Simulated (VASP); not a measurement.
Wanted: the native input for a VASP 6.6.1 run.

```yaml
Task: single point
Functional: PBEsol
Potentials_or_basis: VASP PAW PBE potentials, release 64 (Sb, Ga_d)
Cutoff: 520 eV
k_mesh: 8 × 8 × 8
Occupations: fermi-dirac, width 0.05 eV
Spin: non-collinear spin, zero start, spin-orbit coupling
Starting_moments: "[[0.0, 0.0, 0.0], [0.0, 0.0, 0.0]] μB"
Dipole_correction: no
Further_INCAR_settings: ALGO = Normal; EDIFF = 1e-06; NBANDS = 30
```

The structure of GaSb lies in POSCAR:

```
GaSb
1.0
    0.0000000000      3.0384691801      3.0384691801
    3.0384691801      0.0000000000      3.0384691801
    3.0384691801      3.0384691801      0.0000000000
Sb Ga
1 1
Direct
    0.7500000000      0.7500000000      0.7500000000
    0.0000000000      0.0000000000      0.0000000000
```

The input as run:

INCAR

```
  PREC = Accurate
  ENCUT = 520
  EDIFF = 1E-6
  ISMEAR = -1
  SIGMA = 0.05
  LREAL = F
  LASPH = T
  NELM = 150
  ALGO = Normal
  ISIF = 2
  LWAVE = F
  LCHARG = F
  MAGMOM = 0 0 0 0 0 0
  LORBIT = 11
  LSORBIT = T
  GGA_COMPAT = F
  LORBMOM = T
  GGA = PS
  NBANDS = 30
```

KPOINTS

```
Automatic mesh
0
Gamma
  8 8 8
```

Potentials or basis: VASP PAW PBE potentials, release 64 (Sb, Ga_d).

Command:

```sh
$ cat potpaw_PBE.64/Sb/POTCAR potpaw_PBE.64/Ga_d/POTCAR > POTCAR
$ mpirun -np 1 vasp_ncl > vasp.out
```

Results of the run:

```json
{
  "Pressure": "1.1 GPa",
  "Net moment": "0.00 μB per cell",
  "Valence electrons inside the program's atomic spheres": "Sb 2.51; Ga 11.66"
}
```

Caveat: the PAW data sets were made with another functional, which shifts forces and pressure a little.

It took 4.3 min on 1 thread of Intel(R) Xeon(R) Platinum 8375C CPU @ 2.90GHz (Ice Lake), with other jobs on the host, peak memory 0.35 GiB.
